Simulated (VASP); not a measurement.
# Hg (P6/mmm) in VASP: a series of runs

Hg is run at these levels: PBEsol; tasks: single point.

Program: VASP 6.6.1. These are calculated values, not measurements. Logs are shortened: lines on timing, memory, paths and dates and some standing lists are left out, and cuts for length are marked.

## Step 1: The cell of the first run

Symmetry: P6/mmm, No. 191, hexagonal system. The conventional cell has a = 5.393 Å, b = 5.393 Å, c = 3.101 Å, α = 90.00°, β = 90.00°, γ = 120.00°. Hg (site symmetry 6/mmm) has 14 Hg at 3.10 to 3.48 Å within 4.1 Å. Within 4.1 Å of Hg (site symmetry -6m2) lie 11 Hg at 3.10 to 3.48 Å.

## Step 2: Single point, PBEsol (volume scaled by 1.08)

Input file INCAR:

```
ALGO     = Normal         # electronic algorithm
EDIFF    = 1E-6           # SCF threshold, eV
ENCUT    = 520            # plane-wave cutoff, eV
GGA      = PS             # functional
ISIF     = 2              # what is computed and relaxed
ISMEAR   = -1             # smearing method
LASPH    = True           # aspherical terms in the spheres
LCHARG   = True           # write CHGCAR
LELF     = True           # ELF
LREAL    = False          # projectors in reciprocal space
LVHAR    = True         
LWAVE    = False          # write WAVECAR
NBANDS   = 25             # bands
NELM     = 80             # most SCF steps
PREC     = Accurate       # precision mode
SIGMA    = 0.1            # smearing width, eV
```

Input file KPOINTS:

```
k-points
0
Gamma
  8 8 12
```

Input file POSCAR:

```
Hg
1.0
    5.3927443065      0.0000000000      0.0000000000
   -2.6963721532      4.6702535656      0.0000000000
    0.0000000000      0.0000000000      3.1013113501
Hg
3
Direct
    1.0000000000      1.0000000000      0.0000000000
    0.3333333333      0.6666666667      0.5000000000
    0.6666666667      0.3333333333      0.5000000000
```

Potentials or basis: VASP PAW PBE potentials, release 64 (Hg).

On the command line:

```bash
$ cat potpaw_PBE.64/Hg/POTCAR > POTCAR
$ mpirun -np 1 vasp_std > vasp.out
```

OUTCAR:

```text
EDIFF = 1E-6
   ENCUT = 520
   GGA = PS
   ISIF = 2
   ISMEAR = -1
   LASPH = True
   LREAL = False
   NELM = 80
   PREC = Accurate

 ion  position               nearest neighbor table
   1  0.000  0.000  0.000-   2 3.48   3 3.48   2 3.48   3 3.48   3 3.48   3 3.48   2 3.48   2 3.48
                             3 3.48   3 3.48   2 3.48   2 3.48
   2  0.333  0.667  0.500-   3 3.11   3 3.11   3 3.11   1 3.48   1 3.48   1 3.48   1 3.48   1 3.48
                             1 3.48
   3  0.667  0.333  0.500-   2 3.11   2 3.11   2 3.11   1 3.48   1 3.48   1 3.48   1 3.48   1 3.48
                             1 3.48

  LATTYP: Found a hexagonal cell.
 ALAT       =     5.3927443065
 C/A-ratio  =     0.5750896341

  Lattice vectors:

 A1 = (   5.3927443065,   0.0000000000,   0.0000000000)
 A2 = (  -2.6963721532,   4.6702535656,   0.0000000000)
 A3 = (   0.0000000000,   0.0000000000,   3.1013113501)

Analysis of symmetry for initial positions (statically):
=====================================================================
 Subroutine PRICEL returns:
 Original cell was already a primitive cell.

 Routine SETGRP: Setting up the symmetry group for a
 hexagonal supercell.

 Subroutine GETGRP returns: Found 24 space group operations
 (whereof 24 operations were pure point group operations)
 out of a pool of 24 trial point group operations.

The static configuration has the point symmetry D_6h.

Analysis of symmetry for dynamics (positions and initial velocities):
=====================================================================
 Subroutine PRICEL returns:
 Original cell was already a primitive cell.

 Routine SETGRP: Setting up the symmetry group for a
 hexagonal supercell.

 Subroutine GETGRP returns: Found 24 space group operations
 (whereof 24 operations were pure point group operations)
 out of a pool of 24 trial point group operations.

The dynamic configuration has the point symmetry D_6h.

 Subroutine INISYM returns: Found 24 space group operations
 (whereof 24 operations are pure point group operations),
 and found     1 'primitive' translations

----------------------------------------------------------------------------------------

                                     Primitive cell

  volume of cell :      78.1080

  direct lattice vectors                    reciprocal lattice vectors
     5.392744307  0.000000000  0.000000000     0.185434343  0.107060568  0.000000000
    -2.696372153  4.670253566  0.000000000     0.000000000  0.214121136  0.000000000
     0.000000000  0.000000000  3.101311350     0.000000000  0.000000000  0.322444246

  length of vectors
     5.392744307  5.392744307  3.101311350     0.214121136  0.214121136  0.322444246

  position of ions in fractional coordinates (direct lattice)
     0.000000000  0.000000000  0.000000000
     0.333333333  0.666666667  0.500000000
     0.666666667  0.333333333  0.500000000

  ion indices of the primitive-cell ions
   primitive index   ion index
                 1           1
                 2           2
                 3           3

----------------------------------------------------------------------------------------

 KPOINTS: k-points

Automatic generation of k-mesh.
 Grid dimensions read from file:
 generate k-points for:    8    8   12

 Generating k-lattice:

  Cartesian coordinates                     Fractional coordinates (reciprocal lattice)
     0.023179293  0.013382571  0.000000000     0.125000000  0.000000000  0.000000000
     0.000000000  0.026765142  0.000000000     0.000000000  0.125000000  0.000000000
     0.000000000  0.000000000  0.026870354     0.000000000  0.000000000  0.083333333

  Length of vectors
     0.026765142  0.026765142  0.026870354

  Shift w.r.t. Gamma in fractional coordinates (k-lattice)
     0.000000000  0.000000000  0.000000000

 Subroutine IBZKPT returns following result:
 ===========================================

 Found     70 irreducible k-points:

 Following reciprocal coordinates:
            Coordinates               Weight
  0.000000  0.000000  0.000000      1.000000
  0.125000  0.000000  0.000000      6.000000
  0.250000  0.000000  0.000000      6.000000
  0.375000  0.000000  0.000000      6.000000
  0.500000  0.000000  0.000000      3.000000
  0.125000  0.125000  0.000000      6.000000
[... 16 lines left out ...]
  0.250000  0.000000  0.166667     12.000000
  0.375000  0.000000  0.166667     12.000000
 [... further k-points ...]
   k-points           NKPTS =     70   k-points in BZ     NKDIM =     70   number of bands    NBANDS=     25
   number of dos      NEDOS =    301   number of ions     NIONS =      3
   total plane-waves  NPLWV =  38400
   dimension x,y,z NGX =    40 NGY =   40 NGZ =   24
   dimension x,y,z NGXF=    80 NGYF=   80 NGZF=   48
   ions per type =               3
   NGX,Y,Z   is equivalent  to a cutoff of  12.33, 12.33, 12.87 a.u.
   NGXF,Y,Z  is equivalent  to a cutoff of  24.66, 24.66, 25.73 a.u.
 SYSTEM =  unknown system
   PREC   = accura    normal or accurate (medium, high low for compatibility)
   ISTART =      0    job   : 0-new  1-cont  2-samecut
   ICHARG =      2    charge: 1-file 2-atom 10-const
   ISPIN  =      1    spin polarized calculation?
   LNONCOLLINEAR =      F non collinear calculations
   LSORBIT =      F    spin-orbit coupling
   LASPH  =      T    aspherical Exc in radial PAW
   ENCUT  =  520.0 eV  38.22 Ry    6.18 a.u.  10.03 10.03  5.77*2*pi/ulx,y,z
   NELM   =     80;   NELMIN=  2; NELMDL= -5     # of ELM steps
   EDIFF  = 0.1E-05   stopping-criterion for ELM
   LREAL  =      F    real-space projection
   EDIFFG = 0.1E-04   stopping-criterion for IOM
   NSW    =      0    number of steps for IOM
   IBRION =     -1    ionic relax: 0-MD 1-quasi-New 2-CG
   NFREE  =      0    steps in history (QN), initial steepest desc. (CG)
   ISIF   =      2    stress and relaxation
   ISYM   =      2    0-nonsym 1-usesym 2-fastsym
   POTIM  = 0.5000    time-step for ionic-motion
   TEBEG  =    0.0;   TEEND  =   0.0 temperature during run
   PSTRESS=    0.0 pullay stress
   NELECT =      36.0000    total number of electrons
   NUPDOWN=      -1.0000    fix difference up-down
   EMIN   =  10.00;   EMAX   =-10.00  energy-range for DOS
   EFERMI =   0.00;   METHOD = LEGACY
   ISMEAR =    -1;   SIGMA  =   0.10  broadening in eV -4-tet -1-fermi 0-gaus
   EFERMI_NEDOS =   21; number of points for ismear=-14 and -15
   IALGO  =     38    algorithm
   IMIX   =      4    mixing-type and parameters
     AMIX     =   0.40;   BMIX     =  1.00
     AMIX_MAG =   1.60;   BMIX_MAG =  1.00
  volume/ion in A,a.u.               =      26.04       175.70
  Fermi-wavevector in a.u.,A,eV,Ry     =   1.264573  2.389696 21.757674  1.599144
  Thomas-Fermi vector in A             =   2.397871
   LORBIT       =      0    0 simple, 1 ext, 2 COOP (PROOUT), +10 PAW based schemes
   GGA     = PS    functional components
   LHFCALC =     F    Hartree Fock is set to
   AEXX    =    0.0000 exact exchange contribution
   IVDW    =     0    specifies the selected vdW correction
   LEPSILON=     F    determine dielectric tensor
   LRPA    =     F    only Hartree local field effects (RPA)
 non-spin polarized calculation
  energy-cutoff  :      520.00
  volume of cell :       78.11
 maximum number of plane-waves:      2116
   NGX = 21   NGY = 21   NGZ = 11

 number of electron      35.9999997 magnetization

 Free energy of the ion-electron system (eV)
  ---------------------------------------------------
  ext. energy  EPLUGINS =         0.00000000
  ---------------------------------------------------
  free energy    TOTEN  =        -1.64156497 eV

  energy without entropy =       -1.62336254  energy(sigma->0) =       -1.63246375

 E-fermi :   1.7428     XC(G=0): -10.5103

 val. band max:        1.7400555805   @ k =   0.1250   0.0000   0.3333
 cond. band min:       1.8326198895   @ k =   0.3750   0.2500   0.5000
 fundamental gap:      0.0925643090
 Fermi energy:         1.7428256026

 k-point     1 :       0.0000    0.0000    0.0000
  band No.  band energies     occupation
      1      -6.5372      2.00000
      2      -5.7917      2.00000
      3      -5.3871      2.00000
      4      -5.1694      2.00000
      5      -4.9004      2.00000
      6      -4.9004      2.00000
[... 17 lines left out ...]
     24      15.3559      0.00000
     25      15.6957      0.00000

 k-point     2 :       0.1250    0.0000    0.0000
  band No.  band energies     occupation
      1      -6.4170      2.00000
      2      -5.7720      2.00000
      3      -5.4072      2.00000
      4      -5.2055      2.00000
      5      -5.0355      2.00000
      6      -5.0134      2.00000
[... 17 lines left out ...]
     24      14.4424      0.00000
     25      14.8857      0.00000

 k-point     3 :       0.2500    0.0000    0.0000
  band No.  band energies     occupation
      1      -6.0875      2.00000
      2      -5.7190      2.00000
      3      -5.4673      2.00000
      4      -5.3603      2.00000
      5      -5.1345      2.00000
      6      -5.1286      2.00000
[... 17 lines left out ...]
     24      12.1565      0.00000
     25      13.1853      0.00000

 k-point     4 :       0.3750    0.0000    0.0000
  band No.  band energies     occupation
      1      -5.7285      2.00000
      2      -5.6801      2.00000
      3      -5.5471      2.00000
      4      -5.4276      2.00000
      5      -5.1890      2.00000
      6      -5.1270      2.00000
[... 17 lines left out ...]
     24      11.3616      0.00000
     25      12.1655      0.00000
[... 477 lines left out ...]
 k-point    22 :       0.1250    0.0000    0.1667
  band No.  band energies     occupation
      1      -5.9583      2.00000
      2      -5.4066      2.00000
      3      -5.1150      2.00000
      4      -5.0681      2.00000
      5      -4.9962      2.00000
      6      -4.8871      2.00000
[... 17 lines left out ...]
     24      13.0287      0.00000
     25      13.4797      0.00000

 k-point    23 :       0.2500    0.0000    0.1667
  band No.  band energies     occupation
      1      -5.6629      2.00000
      2      -5.3511      2.00000
      3      -5.3049      2.00000
      4      -5.1535      2.00000
      5      -5.0513      2.00000
      6      -4.9084      2.00000
[... 17 lines left out ...]
     24      11.4837      0.00000
     25      12.5771      0.00000

 k-point    24 :       0.3750    0.0000    0.1667
  band No.  band energies     occupation
      1      -5.4611      2.00000
      2      -5.3472      2.00000
      3      -5.2391      2.00000
      4      -5.1973      2.00000
      5      -5.0749      2.00000
      6      -4.9502      2.00000
[... 17 lines left out ...]
     24      10.1641      0.00000
     25      11.1210      0.00000

 [... further k-points ...]
[... 5 lines left out ...]
  --------------------------------------------------------------------------------------
  -------------------------------------------------------------------------------------
  Total       -0.9415192     -0.9415192     -0.7305464     -0.0000000     -0.0000000      0.0000000
  in kB      -19.3127485    -19.3127485    -14.9852058     -0.0000000     -0.0000000      0.0000000
  external PRESSURE =     -17.8702342 kB  Pullay stress =       0.0000000 kB

 VOLUME and BASIS-vectors are now :
 -----------------------------------------------------------------------------
  energy-cutoff  :      520.00
  volume of cell :       78.11
      direct lattice vectors                 reciprocal lattice vectors
     5.392744307  0.000000000  0.000000000     0.185434343  0.107060568  0.000000000
    -2.696372153  4.670253566  0.000000000     0.000000000  0.214121136  0.000000000
     0.000000000  0.000000000  3.101311350     0.000000000  0.000000000  0.322444246

 POSITION                                       TOTAL-FORCE (eV/Angst)
 -----------------------------------------------------------------------------------
      0.00000      0.00000      0.00000        -0.000000      0.000000     -0.000000
     -0.00000      3.11350      1.55066        -0.000000      0.000000      0.000000
      2.69637      1.55675      1.55066         0.000000     -0.000000     -0.000000
 -----------------------------------------------------------------------------------
    total drift:                                0.000000     -0.000000      0.000000

  FREE ENERGIE OF THE ION-ELECTRON SYSTEM (eV)
  ---------------------------------------------------
  free  energy   TOTEN  =        -1.6415649659 eV

  energy  without entropy=       -1.6233625415  energy(sigma->0) =       -1.63246375
```

It took 51 s on 1 thread of Intel Xeon 6975P-C (Granite Rapids), shared host; peak memory 0.24 GiB.

What came out:

```yaml
Free_energy: -1.6416 eV
Pressure: -1.8 GPa
Band_gap_on_the_k_mesh: zero (band 18 reaches 4.27 eV, above the bottom of band 19 at 0.62 eV)
```

Levels at points of the mesh, in eV from the Fermi level:
```csv
k point,band 14,band 15,band 16,band 17,band 18,band 19,band 20,band 21,band 22,band 23
"(0.00, 0.00, 0.00)",-6.04,-5.59,-5.59,-1.33,-0.99,1.78,1.78,1.85,1.85,8.89
"(0.50, 0.00, 0.00)",-5.68,-5.59,-5.45,-5.26,-1.73,-1.12,5.82,5.83,7.83,7.84
"(0.00, 0.00, 0.50)",-5.73,-5.29,-2.93,-2.53,2.53,3.21,3.33,3.65,4.24,4.24
"(0.50, 0.00, 0.50)",-5.47,-5.45,-1.51,-1.38,-0.75,-0.31,2.19,2.52,3.41,5.28
```

Caveat: the cell differs from its parent crystal (volume scaled by 1.08); the PAW data sets were made with another functional, which shifts forces and pressure a little; spin-orbit coupling is left out, which moves the levels of the heavy elements.

## Step 3: Single point, PBEsol (volume scaled by 1.12)

Input file INCAR:

```
  PREC = Accurate
  ENCUT = 520
  EDIFF = 1E-6
  ISMEAR = -1
  SIGMA = 0.1
  LREAL = False
  LASPH = True
  NELM = 100
  ALGO = Normal
  ISIF = 2
  LWAVE = False
  LCHARG = False
  GGA = PS
  NBANDS = 25
```

Input file KPOINTS:

```
Automatic mesh
0
Gamma
  8 8 12
```

Input file POSCAR:

```
Hg
1.0
    5.4585159631      0.0000000000      0.0000000000
   -2.7292579815      4.7272134911      0.0000000000
    0.0000000000      0.0000000000      3.1391359481
Hg
3
Direct
    1.0000000000      1.0000000000      0.0000000000
    0.3333333333      0.6666666667      0.5000000000
    0.6666666667      0.3333333333      0.5000000000
```

Potentials or basis: VASP PAW PBE potentials, release 64 (Hg).

On the command line:

```bash
$ cat potpaw_PBE.64/Hg/POTCAR > POTCAR
$ mpirun -np 1 vasp_std > vasp.out
```

Wall time 2.3 min (1 thread of Intel Xeon Platinum 8375C at 2.90GHz (Ice Lake), shared host); peak memory 0.26 GiB.

Results (log left out):

| Item | Value |
| --- | --- |
| Free energy | -1.6054 eV |
| Pressure | -2.4 GPa |
| Band gap on the k mesh | zero (band 18 reaches 3.77 eV, above the bottom of band 19 at 0.51 eV) |

Stress tensor (GPa, compression positive):
```
-2.50  0.00  0.00
 0.00 -2.50  0.00
 0.00  0.00 -2.10
```

Levels at points of the mesh, in eV from the Fermi level:
| k point | band 15 | band 16 | band 17 | band 18 | band 19 | band 20 | band 21 | band 22 |
| --- | --- | --- | --- | --- | --- | --- | --- | --- |
| (0.00, 0.00, 0.00) | -5.57 | -5.57 | -1.40 | -1.07 | 1.78 | 1.78 | 1.85 | 1.85 |
| (0.50, 0.00, 0.00) | -5.58 | -5.37 | -5.19 | -1.80 | -0.99 | 5.65 | 5.66 | 7.67 |
| (0.00, 0.00, 0.50) | -5.30 | -2.94 | -2.48 | 2.27 | 3.06 | 3.26 | 3.62 | 4.19 |
| (0.50, 0.00, 0.50) | -5.45 | -1.48 | -1.46 | -0.83 | -0.21 | 2.09 | 2.49 | 3.36 |

Caveat: the cell differs from its parent crystal (volume scaled by 1.12); the PAW data sets were made with another functional, which shifts forces and pressure a little; spin-orbit coupling is left out, which moves the levels of the heavy elements.

## Step 4: Single point, PBEsol

This run uses another cell than the first one, of 24.11 Å³/atom, 0.926 times its volume.

Input file INCAR:

```
SYSTEM = Hg
  PREC = Accurate
  ENCUT = 520
  EDIFF = 1E-6
  ISMEAR = -1
  SIGMA = 0.1
  LREAL = .FALSE.
  LASPH = .TRUE.
  NELM = 80
  ALGO = Normal
  ISIF = 2
  LWAVE = .FALSE.
  LCHARG = .FALSE.
  GGA = PS
  NBANDS = 25
```

Input file KPOINTS:

```
Automatic mesh
0
G
  9 9 14
  0 0 0
```

Input file POSCAR:

```
Hg
1.0
    5.2561600033      0.0000000000      0.0000000000
   -2.6280800016      4.5519680893      0.0000000000
    0.0000000000      0.0000000000      3.0227631332
Hg
3
Direct
    1.0000000000      1.0000000000      0.0000000000
    0.3333333333      0.6666666667      0.5000000000
    0.6666666667      0.3333333333      0.5000000000
```

On the command line:

```bash
$ cat potpaw_PBE.64/Hg/POTCAR > POTCAR
$ mpirun -np 1 vasp_std > vasp.out
```

Wall time 2.6 min (1 thread of Intel Xeon Platinum 8375C at 2.90GHz (Ice Lake), shared host); peak memory 0.27 GiB.

It converged, with:

```yaml
Free_energy: -1.6635 eV
Pressure: 0.4 GPa
Band_gap_on_the_k_mesh: zero (band 18 reaches 5.40 eV, above the bottom of band 19 at 0.93 eV)
```

Stress tensor (GPa, compression positive):
```
0.21 0.00 0.00
0.00 0.21 0.00
0.00 0.00 0.77
```

Levels at points of the mesh, in eV from the Fermi level:
| k point | band 15 | band 16 | band 17 | band 18 | band 19 | band 20 | band 21 | band 22 |
| --- | --- | --- | --- | --- | --- | --- | --- | --- |
| (0.00, 0.00, 0.00) | -5.65 | -5.65 | -1.21 | -0.82 | 1.77 | 1.77 | 1.82 | 1.82 |
| (0.00, 0.00, 0.50) | -5.30 | -2.92 | -2.66 | 3.07 | 3.46 | 3.53 | 3.70 | 4.33 |

Caveat: the PAW data sets were made with another functional, which shifts forces and pressure a little; spin-orbit coupling is left out, which moves the levels of the heavy elements.

## Step 5: Summary

```csv
cell,k mesh,gap on the mesh (eV),pressure (GPa)
"a = 5.393, b = 5.393, c = 3.101 Å, angles 90.0, 90.0, 120.0°, 3 atoms",8 × 8 × 12,none,-1.8
"a = 5.459, b = 5.459, c = 3.139 Å, angles 90.0, 90.0, 120.0°, 3 atoms",8 × 8 × 12,none,-2.4
"a = 5.256, b = 5.256, c = 3.023 Å, angles 90.0, 90.0, 120.0°, 3 atoms",9 × 9 × 14,none,0.4
```

Alike in all rows: task single point; level PBEsol; potentials or basis VASP PAW PBE potentials, release 64 (Hg); no spin polarisation; cutoff (eV) 520; smearing fermi-dirac 0.1 eV.

Caveats: the PAW data sets were made with another functional, which shifts forces and pressure a little; spin-orbit coupling is left out, which moves the levels of the heavy elements.

Absolute energies hang on the potentials; compare differences alone.
